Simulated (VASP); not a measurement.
# MgS5 (P6/mmm) in VASP: further runs, part 2 of 2

VASP 6.6.1.

## (3) Single point, PBE

This run uses another cell than the first one, of 22.83 Å³/atom, 1.227 times its volume.

The input, INCAR:

```
SYSTEM = MgS5
PREC = Accurate
ENCUT = 520
EDIFF = 1E-6
ISMEAR = 0
SIGMA = 0.1
LREAL = .FALSE.
LASPH = .TRUE.
NELM = 80
ALGO = Normal
ISIF = 2
LWAVE = .FALSE.
LCHARG = .TRUE.
GGA = PE
LELF = .TRUE.
LVHAR = .TRUE.
NBANDS = 25
```

The input, KPOINTS:

```
regular mesh
0
G
  3 3 4
  0 0 0
```

The input, POSCAR:

```
MgS5
1.0
    5.7810461300      0.0000000000      0.0000000000
   -2.8905230700      5.0065328100      0.0000000000
    0.0000000000      0.0000000000      4.7322559600
Mg S
1 5
Direct
    0.0000000000      0.0000000000      0.0000000000
    0.5000000000      0.0000000000      0.5000000000
    0.5000000000      0.5000000000      0.5000000000
    0.0000000000      0.5000000000      0.5000000000
    0.3333333300      0.6666666700      0.0000000000
    0.6666666700      0.3333333300      0.0000000000
```

Potentials or basis: VASP PAW PBE potentials, release 64 (Mg, S).

Command:

```sh
$ cat potpaw_PBE.64/Mg/POTCAR potpaw_PBE.64/S/POTCAR > POTCAR
$ mpirun -np 1 vasp_std > vasp.out
```

OUTCAR:

```text
SYSTEM = MgS5
   PREC = Accurate
   ENCUT = 520
   EDIFF = 1E-6
   ISMEAR = 0
   LREAL = .FALSE.
   LASPH = .TRUE.
   NELM = 80
   ISIF = 2
   GGA = PE

 ion  position               nearest neighbor table
   1  0.000  0.000  0.000-
   2  0.500  0.000  0.500-
   3  0.500  0.500  0.500-
   4  0.000  0.500  0.500-
   5  0.333  0.667  0.000-
   6  0.667  0.333  0.000-

  LATTYP: Found a hexagonal cell.
 ALAT       =     5.7810461300
 C/A-ratio  =     0.8185812487

  Lattice vectors:

 A1 = (   5.7810461300,   0.0000000000,   0.0000000000)
 A2 = (  -2.8905230700,   5.0065328100,   0.0000000000)
 A3 = (   0.0000000000,   0.0000000000,   4.7322559600)

Analysis of symmetry for initial positions (statically):
=====================================================================
 Subroutine PRICEL returns:
 Original cell was already a primitive cell.

 Routine SETGRP: Setting up the symmetry group for a
 hexagonal supercell.

 Subroutine GETGRP returns: Found 24 space group operations
 (whereof 24 operations were pure point group operations)
 out of a pool of 24 trial point group operations.

The static configuration has the point symmetry D_6h.

Analysis of symmetry for dynamics (positions and initial velocities):
=====================================================================
 Subroutine PRICEL returns:
 Original cell was already a primitive cell.

 Routine SETGRP: Setting up the symmetry group for a
 hexagonal supercell.

 Subroutine GETGRP returns: Found 24 space group operations
 (whereof 24 operations were pure point group operations)
 out of a pool of 24 trial point group operations.

The dynamic configuration has the point symmetry D_6h.

 Subroutine INISYM returns: Found 24 space group operations
[... 106 lines left out ...]
   IALGO  =     38    algorithm
   IMIX   =      4    mixing-type and parameters
     AMIX     =   0.40;   BMIX     =  1.00
     AMIX_MAG =   1.60;   BMIX_MAG =  1.00
  volume/ion in A,a.u.               =      22.83       154.05
  Fermi-wavevector in a.u.,A,eV,Ry     =   1.008295  1.905401 13.832481  1.016659
  Thomas-Fermi vector in A             =   2.141153
   LORBIT       =      0    0 simple, 1 ext, 2 COOP (PROOUT), +10 PAW based schemes
   GGA     = PE    functional components
   LHFCALC =     F    Hartree Fock is set to
   AEXX    =    0.0000 exact exchange contribution
   IVDW    =     0    specifies the selected vdW correction
   LEPSILON=     F    determine dielectric tensor
   LRPA    =     F    only Hartree local field effects (RPA)
 non-spin polarized calculation
 Gauss-broadening in eV      SIGMA  =   0.10
  energy-cutoff  :      520.00
  volume of cell :      136.97
 maximum number of plane-waves:      3726
 NGX is ok and might be reduce to    48
   NGX = 21   NGY = 21   NGZ = 17

 number of electron      32.0000009 magnetization

 Free energy of the ion-electron system (eV)
  ---------------------------------------------------
  ext. energy  EPLUGINS =         0.00000000
  ---------------------------------------------------
  free energy    TOTEN  =       -16.98532179 eV

  energy without entropy =      -16.96181896  energy(sigma->0) =      -16.97357037

 E-fermi :   3.4573     XC(G=0):  -9.1200

 val. band max:        3.4365651352   @ k =   0.3333   0.3333   0.5000
 cond. band min:       3.5127466382   @ k =   0.3333   0.3333   0.5000
 fundamental gap:      0.0761815031
 Fermi energy:         3.4573086193

 k-point     1 :       0.0000    0.0000    0.0000
  band No.  band energies     occupation
      1     -11.1168      2.00000
      2      -8.3099      2.00000
      3      -7.9879      2.00000
      4      -7.9879      2.00000
      5      -7.6050      2.00000
      6      -2.0064      2.00000
[... 241 lines left out ...]
     24       8.9726      0.00000
     25      11.0282      0.00000

------------------------ aborting loop because EDIFF is reached ----------------------------------------

  FORCE on cell =-STRESS in cart. coord.  units (eV):
  Direction    XX          YY          ZZ          XY          YZ          ZX
  --------------------------------------------------------------------------------------
  -------------------------------------------------------------------------------------
  Total       -5.6376470     -5.6376470    -10.3245608      0.0000000      0.0000000      0.0000000
  in kB      -65.9472562    -65.9472563   -120.7731633      0.0000001      0.0000000      0.0000000
  external PRESSURE =     -84.2225586 kB  Pullay stress =       0.0000000 kB

 VOLUME and BASIS-vectors are now :
 -----------------------------------------------------------------------------
  energy-cutoff  :      520.00
  volume of cell :      136.97
      direct lattice vectors                 reciprocal lattice vectors
     5.781046130  0.000000000  0.000000000     0.172979073  0.099869514  0.000000000
    -2.890523070  5.006532810  0.000000000     0.000000000  0.199739029  0.000000000
     0.000000000  0.000000000  4.732255960     0.000000000  0.000000000  0.211315704

 POSITION                                       TOTAL-FORCE (eV/Angst)
 -----------------------------------------------------------------------------------
      0.00000      0.00000      0.00000        -0.000000      0.000000     -0.000000
      2.89052      0.00000      2.36613        -0.000000      0.000000     -0.000000
      1.44526      2.50327      2.36613        -0.000000      0.000000     -0.000000
     -1.44526      2.50327      2.36613        -0.000000      0.000000     -0.000000
     -0.00000      3.33769      0.00000         0.000000     -0.000000     -0.000000
      2.89052      1.66884      0.00000        -0.000000      0.000000      0.000000
 -----------------------------------------------------------------------------------
    total drift:                               -0.000000      0.000000     -0.000000

  FREE ENERGIE OF THE ION-ELECTRON SYSTEM (eV)
  ---------------------------------------------------
  free  energy   TOTEN  =       -16.9853217915 eV

  energy  without entropy=      -16.9618189555  energy(sigma->0) =      -16.97357037
```

OSZICAR:

```text
N       E                     dE             d eps       ncg     rms          rms(c)
DAV:   1     0.165009818206E+03    0.16501E+03   -0.13347E+04   450   0.109E+03
DAV:   2    -0.292690470563E+01   -0.16794E+03   -0.15734E+03   643   0.182E+02
DAV:   3    -0.176450757789E+02   -0.14718E+02   -0.14384E+02   546   0.574E+01
DAV:   4    -0.178872769852E+02   -0.24220E+00   -0.24167E+00   500   0.902E+00
DAV:   5    -0.178925747495E+02   -0.52978E-02   -0.52968E-02   554   0.134E+00    0.122E+01
DAV:   6    -0.171565372666E+02    0.73604E+00   -0.40919E-01   477   0.262E+00    0.755E+00
DAV:   7    -0.170273816075E+02    0.12916E+00   -0.35901E-01   517   0.268E+00    0.254E+00
DAV:   8    -0.169908276989E+02    0.36554E-01   -0.50975E-02   473   0.145E+00    0.929E-01
DAV:   9    -0.169874950126E+02    0.33327E-02   -0.47545E-02   474   0.949E-01    0.286E-01
DAV:  10    -0.169855530155E+02    0.19420E-02   -0.27700E-03   464   0.251E-01    0.209E-01
DAV:  11    -0.169853109498E+02    0.24207E-03   -0.75718E-04   506   0.118E-01    0.556E-02
DAV:  12    -0.169853265378E+02   -0.15588E-04   -0.16465E-04   530   0.554E-02    0.381E-02
DAV:  13    -0.169853254027E+02    0.11351E-05   -0.84677E-06   480   0.147E-02    0.200E-02
DAV:  14    -0.169853221666E+02    0.32362E-05   -0.31061E-06   461   0.850E-03    0.532E-03
DAV:  15    -0.169853217915E+02    0.37501E-06   -0.83521E-07   313   0.445E-03
   1 F= -.16985322E+02 E0= -.16973570E+02  d E =-.235028E-01
```

stdout:

```text
POSCAR found type information on POSCAR MgS
 POSCAR found :  2 types and       6 ions
 scaLAPACK will be used
 LDA part: xc-table for (Slater+PW92), standard interpolation
 POSCAR, INCAR and KPOINTS ok, starting setup
 FFT: planning ... GRIDC
 FFT: planning ... GRID_SOFT
 FFT: planning ... GRID
 WAVECAR not read
 entering main loop
```

Wall time 74 s (1 thread of AMD EPYC 7R13, shared host); peak memory 0.23 GiB.

What came out:

* Free energy: -16.9853 eV
* Pressure: -8.4 GPa
* Band gap on the k mesh: zero (band 16 reaches 4.27 eV, above the bottom of band 17 at 2.72 eV)

Caveat: the k points lie up to 0.42 Å⁻¹ apart.

## (4) Single point, PBE

This run uses another cell than the first one, of 20.16 Å³/atom, 1.084 times its volume.

The input, INCAR:

```
ALGO     = Normal         # electronic algorithm
EDIFF    = 1E-6           # SCF threshold, eV
ENCUT    = 520            # plane-wave cutoff, eV
GGA      = PE             # functional
ISIF     = 2              # what is computed and relaxed
ISMEAR   = 0              # smearing method
LASPH    = T              # aspherical terms in the spheres
LCHARG   = T              # write CHGCAR
LELF     = T              # ELF
LREAL    = F              # projectors in reciprocal space
LVHAR    = T            
LWAVE    = F              # write WAVECAR
NBANDS   = 25             # bands
NELM     = 80             # most SCF steps
PREC     = Accurate       # precision mode
SIGMA    = 0.1            # smearing width, eV
```

The input, KPOINTS:

```
k-points
0
Gamma
  3 3 6
```

The input, POSCAR:

```
MgS5
1.0
    6.5225080652      0.0000000000      0.0000000000
   -3.2612540326      5.6486576808      0.0000000000
    0.0000000000      0.0000000000      3.2825565310
Mg S
1 5
Direct
    0.0000000000      0.0000000000      0.0000000000
    0.5000000000      0.0000000000      0.5000000000
    0.5000000000      0.5000000000      0.5000000000
    0.0000000000      0.5000000000      0.5000000000
    0.3333333333      0.6666666667      0.0000000000
    0.6666666667      0.3333333333      0.0000000000
```

Command:

```sh
$ cat potpaw_PBE.64/Mg/POTCAR potpaw_PBE.64/S/POTCAR > POTCAR
$ mpirun -np 1 vasp_std > vasp.out
```

Run time: 56 s. Hardware: 1 thread of AMD EPYC 7R13, shared host; peak memory 0.2 GiB.

The run converged. Its results:

```yaml
Free_energy: -18.6020 eV
Pressure: 0.1 GPa
Band_gap_on_the_k_mesh: zero (band 16 reaches 5.71 eV, above the bottom of band 17 at 3.92 eV)
```

Stress tensor (GPa, compression positive):
```
0.04 0.00 0.00
0.00 0.04 0.00
0.00 0.00 0.22
```

Levels at points of the mesh, in eV from the Fermi level:
```csv
k point,band 12,band 13,band 14,band 15,band 16,band 17,band 18,band 19,band 20,band 21
"(0.00, 0.00, 0.00)",-2.37,-1.50,-1.50,-1.28,-1.28,-1.20,-1.10,3.04,3.04,3.42
"(0.00, 0.00, 0.50)",-3.42,-1.96,-1.66,-1.01,-1.01,-0.50,0.97,1.79,2.49,2.49
```

Caveat: the k points lie up to 0.37 Å⁻¹ apart.

## (5) The runs side by side

| cell | k mesh | gap on the mesh (eV) | pressure (GPa) |
| --- | --- | --- | --- |
| a = 5.617, b = 5.617, c = 4.084 Å, angles 90.0, 90.0, 120.0°, 6 atoms | 3 × 3 × 4 | none | 0.0 |
| a = 5.781, b = 5.781, c = 4.732 Å, angles 90.0, 90.0, 120.0°, 6 atoms | 3 × 3 × 4 | none | -8.4 |
| a = 6.523, b = 6.523, c = 3.283 Å, angles 90.0, 90.0, 120.0°, 6 atoms | 3 × 3 × 6 | none | 0.1 |

Alike in all rows: task single point; level PBE; potentials or basis VASP PAW PBE potentials, release 64 (Mg, S); no spin polarisation; cutoff (eV) 520; smearing gaussian 0.1 eV.

Caveats: all runs use coarse meshes.

Total energies depend on the potentials used, so only differences within one code and one set of settings carry meaning.
